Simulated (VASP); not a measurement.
Wanted: the native input for a VASP 6.6.1 run.

* Task: single point
* Functional: r2SCAN
* Potentials or basis: VASP PAW PBE potentials, release 64 (Al, As)
* Cutoff: 550 eV
* k mesh: 6 × 6 × 6
* Occupations: gaussian, width 0.01 eV
* Spin: no spin polarisation
* Dipole correction: no
* Further INCAR settings: ALGO = Normal; EDIFF = 1e-06; NBANDS = 11

Crystal: AlAs.

```
CELL_PARAMETERS angstrom
0.00000 2.81025 2.81025
2.81025 0.00000 2.81025
2.81025 2.81025 0.00000
ATOMIC_POSITIONS crystal
Al 0.00000 0.00000 0.00000
As 0.25000 0.25000 0.25000
```

This cell differs from its parent crystal: volume changed by -3%.

The input as run:

POSCAR

```
AlAs
1.0
    0.0000000000      2.8102472029      2.8102472029
    2.8102472029      0.0000000000      2.8102472029
    2.8102472029      2.8102472029      0.0000000000
Al As
1 1
Direct
    0.0000000000      0.0000000000      0.0000000000
    0.2500000000      0.2500000000      0.2500000000
```

INCAR.step1

```
ALGO = Normal
EDIFF = 1E-5
ENCUT = 550
GGA = PE
GGA_COMPAT = False
ISMEAR = 0
LASPH = True
LCHARG = False
LREAL = False
LWAVE = True
NBANDS = 11
NELM = 120
PREC = Accurate
SIGMA = 0.01
```

INCAR.step2

```
ALGO = Normal
EDIFF = 1E-6
ENCUT = 550
GGA_COMPAT = False
ISIF = 2
ISMEAR = 0
ISTART = 1
LASPH = True
LCHARG = False
LMIXTAU = True
LREAL = False
LWAVE = False
METAGGA = R2SCAN
NBANDS = 11
NELM = 120
PREC = Accurate
SIGMA = 0.01
```

KPOINTS

```
k-points
0
Gamma
  6 6 6
```

Potentials or basis: VASP PAW PBE potentials, release 64 (Al, As).

Command:

```bash
$ cat potpaw_PBE.64/Al/POTCAR potpaw_PBE.64/As/POTCAR > POTCAR
$ cp INCAR.step1 INCAR
$ mpirun -np 1 vasp_std > vasp.out
$ cp INCAR.step2 INCAR
$ mpirun -np 1 vasp_std > vasp.out
```

It gave:

```
Pressure               : 2.5 GPa
Band gap on the k mesh : 1.76 eV, indirect (least direct gap 2.89 eV)
```

Caveat: the PAW data sets were made with another functional, which shifts forces and pressure a little.

It took 42 s on 1 thread of Intel(R) Xeon(R) 6975P-C (Granite Rapids) (shared host), peak memory 0.17 GiB.
